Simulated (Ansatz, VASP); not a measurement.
NaF in VASP and in Ansatz

```
CELL_PARAMETERS angstrom
0.00000 2.28589 2.28589
2.28589 0.00000 2.28589
2.28589 2.28589 0.00000
ATOMIC_POSITIONS crystal
Na 0.00000 0.00000 0.00000
F 0.47375 0.52625 0.52625
```

Alike in both runs: task single point; functional LDA; k mesh 10 × 10 × 10; occupations fermi-dirac, width 0.03 eV; no spin polarisation.

|  | VASP | Ansatz |
| --- | --- | --- |
| version | VASP 6.6.1 | Ansatz 0.2.0 |
| potentials or method | VASP PAW LDA potentials, release 64 (Na_pv, F), cutoff 520 eV | all-electron LAPW, scalar-relativistic |

```tsv
	VASP	Ansatz	Ansatz less VASP
gap on the k mesh at the Fermi level (eV)	6.17	6.18	+0.011
pressure (GPa)	-2.1	-2.0	+0.10
traceless stress, the component that is largest in VASP (GPa)	1.26	1.23	-0.034
rms of the force components (eV/Å)	0.183	0.178	-0.0049
```

LDA's correlation is that of Perdew and Zunger in VASP and of Perdew and Wang (1992) in Ansatz. Atom by atom the forces differ by 0.005 eV/Å (rms over components). Ansatz ran all-electron here, and VASP with PAW potentials.
